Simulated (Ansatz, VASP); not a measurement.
**One calculation of Cu, two programs**

```
Cu
1.0
     0.00000    1.81490    1.81490
     1.81490    0.00000    1.81490
     1.81490    1.81490    0.00000
Cu
1
Cartesian
  0.0000 0.0000 0.0000
```

Alike in both runs: functional PBE; k mesh 20 × 20 × 20; occupations gaussian, width 0.1 eV; no spin polarisation.

Ansatz relaxed the structure, and its values are those at the end. VASP's run is a single point on that final structure, the one shown.

|  | VASP | Ansatz |
| --- | --- | --- |
| version | VASP 6.6.1 | Ansatz 0.2.0 |
| potentials or method | VASP PAW PBE potentials, release 64 (Cu), cutoff 520 eV | scalar-relativistic, plane waves, PAW |
| valence electrons in the cell | 11 | 19 |

|  | VASP | Ansatz | Ansatz less VASP |
| --- | --- | --- | --- |
| gap on the k mesh at the Fermi level (eV) | none | none | - |
| pressure (GPa) | 0.5 | 0.0 | -0.53 |

A gap of «none» marks a metal or a gap that the smearing closes. With one functional, cell and mesh, what is left measures potentials, basis and numerics. VASP's potentials hold 11 valence electrons a cell and Ansatz's 19, so a difference there can come from the potentials and not from the codes.
